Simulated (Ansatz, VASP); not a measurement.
Zn2CdSe3: VASP beside Ansatz

```
Zn Cd Se
1.0
     4.14776    0.00000    0.00000
    -2.07388    3.59207    0.00000
     0.00000    0.00000   20.58210
Zn Cd Se
4 2 6
Direct
  0.00000 0.00000 0.15539
  0.00000 0.00000 0.83718
  0.66667 0.33333 0.67792
  0.66667 0.33333 0.99648
  0.00000 0.00000 0.50981
  0.66667 0.33333 0.32805
  0.00000 0.00000 0.27584
  0.00000 0.00000 0.63955
  0.00000 0.00000 0.95809
  0.66667 0.33333 0.11738
  0.66667 0.33333 0.45719
  0.66667 0.33333 0.79885
```

Alike in both runs: functional PBE; k mesh 6 × 6 × 2; occupations gaussian, width 0.02 eV; no spin polarisation.

Ansatz relaxed the structure, and its values are those at the end. VASP's run is a single point on that final structure, the one shown.

|  | VASP | Ansatz |
| --- | --- | --- |
| version | VASP 6.6.1 | Ansatz 0.2.0 |
| potentials or method | VASP PAW PBE potentials, release 64 (Zn, Cd, Se), cutoff 520 eV | scalar-relativistic, plane waves, PAW |
| valence electrons in the cell | 108 | 184 |

|  | VASP | Ansatz | Ansatz less VASP |
| --- | --- | --- | --- |
| gap on the k mesh at the Fermi level (eV) | 0.67 | 0.67 | +0.006 |
| least direct gap on the mesh (eV) | 0.67 | 0.67 | +0.006 |
| pressure (GPa) | 0.2 | 0.0 | -0.23 |
| rms of the force components (eV/Å) | 0.004 | 0.002 | -0.0021 |

The functional is the same, so the differences come from potentials, cutoffs and numerics. VASP's potentials hold 108 valence electrons a cell and Ansatz's 184, so a difference there can come from the potentials and not from the codes.
